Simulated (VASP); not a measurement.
Crystal: BaAlAgC6N6.

```
CELL_PARAMETERS angstrom
0.00000 5.16500 5.16500
5.16500 0.00000 5.16500
5.16500 5.16500 0.00000
ATOMIC_POSITIONS crystal
Ba 0.75000 0.75000 0.75000
Al 0.00000 0.00000 0.00000
Ag 0.50000 0.50000 0.50000
C 0.81849 0.18151 0.18151
C 0.18151 0.18151 0.81849
C 0.81849 0.18151 0.81849
C 0.18151 0.81849 0.81849
C 0.81849 0.81849 0.18151
C 0.18151 0.81849 0.18151
N 0.70523 0.29477 0.29477
N 0.29477 0.29477 0.70523
N 0.70523 0.29477 0.70523
N 0.29477 0.70523 0.70523
N 0.70523 0.70523 0.29477
N 0.29477 0.70523 0.29477
```

* Program: VASP 6.6.1
* Task: relaxation of cell and atoms
* Functional: PBE
* Potentials or basis: VASP PAW PBE potentials, release 64 (Ba_sv, Al, Ag, C, N)
* Cutoff: 600 eV
* k mesh: 4 × 4 × 4
* Occupations: gaussian, width 0.1 eV
* Spin: no spin polarisation

At the start: pressure 14.2 GPa; volume 18.37 Å³/atom.

Problem. Where does the relaxation end?

Solution. Over 23 steps the energy falls by 222.2 meV/atom and the volume is 24.23 Å³/atom (+31.9 %); space group F-43m (No. 216, to 0.1 Å) before and after.

The path:
```csv
step,energy change (eV),largest force (eV/Å),pressure (GPa),volume (Å³)
1,0.0000,2.3150,14.22,275.58
2,4.3290,23.0036,20.40,345.84
3,-1.2299,5.5756,14.68,297.60
4,-2.5793,3.2182,7.53,319.54
5,-3.2118,0.7250,0.99,347.64
6,-3.2251,0.3623,0.13,352.26
7,-3.2250,0.4607,-0.08,353.41
8,-3.2324,0.3951,-0.06,353.90
9,-3.2517,0.4518,-0.01,355.36
10,-3.2777,0.7267,0.11,358.30
11,-3.2811,1.3064,0.40,364.22
12,-3.2874,1.0497,0.27,361.60
13,-3.2925,0.9581,0.17,361.97
14,-3.3049,0.6870,-0.10,363.06
15,-3.3167,0.1581,-0.64,365.25
16,-3.3170,0.1750,-0.73,365.64
17,-3.3183,0.1577,-0.70,365.58
18,-3.3219,0.1053,-0.62,365.37
19,-3.3274,0.1245,-0.47,364.96
20,-3.3312,0.2139,-0.14,364.15
21,-3.3318,0.1993,-0.38,363.67
22,-3.3326,0.0249,-0.27,363.88
23,-3.3332,0.0396,-0.22,363.45
```

Final structure:
```
Ba Al Ag C N
1.0
     0.00000    5.66422    5.66422
     5.66422    0.00000    5.66422
     5.66422    5.66422    0.00000
Ba Al Ag C N
1 1 1 6 6
Direct
  0.75000 0.75000 0.75000
  0.00000 0.00000 0.00000
  0.50000 0.50000 0.50000
  0.81804 0.18196 0.18196
  0.18196 0.18196 0.81804
  0.81804 0.18196 0.81804
  0.18196 0.81804 0.81804
  0.81804 0.81804 0.18196
  0.18196 0.81804 0.18196
  0.71455 0.28545 0.28545
  0.28545 0.28545 0.71455
  0.71455 0.28545 0.71455
  0.28545 0.71455 0.71455
  0.71455 0.71455 0.28545
  0.28545 0.71455 0.28545
```

Caveat: the volume moved by over 15 % at a fixed basis, so the end points are rough.
